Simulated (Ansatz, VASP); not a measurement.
## ScAlH6 in VASP and in Ansatz

```xyz
8
Lattice="0.0000 3.6238 3.6238 3.6238 0.0000 3.6238 3.6238 3.6238 0.0000" Properties=species:S:1:pos:R:3 pbc="T T T"
Sc    3.6238    3.6238    3.6238
Al    0.0000    0.0000    0.0000
H     1.7013    3.6238    3.6238
H     5.5464    3.6238    3.6238
H     3.6238    1.7013    3.6238
H     3.6238    5.5464    3.6238
H     3.6238    3.6238    1.7013
H     3.6238    3.6238    5.5464
```

Alike in both runs: task single point; functional r2SCAN; dispersion rVV10; k mesh 8 × 8 × 8; occupations fermi-dirac, width 0.03 eV; no spin polarisation.

```csv
,VASP,Ansatz
version,VASP 6.6.1,Ansatz 0.2.0
potentials or method,"VASP PAW PBE potentials, release 64 (Sc_sv, Al, H)","plane waves, PAW"
plane-wave cutoff (eV),520,500
valence electrons in the cell,20,20
```

|  | VASP | Ansatz | Ansatz less VASP |
| --- | --- | --- | --- |
| gap on the k mesh at the Fermi level (eV) | 2.73 | 2.71 | -0.024 |
| pressure (GPa) | -0.1 | 0.0 | +0.12 |
| rms of the force components (eV/Å) | 0.011 | 0.001 | -0.0095 |

VASP's potentials were made for PBE, not for r2SCAN. Atom by atom the forces differ by 0.012 eV/Å (rms over components).
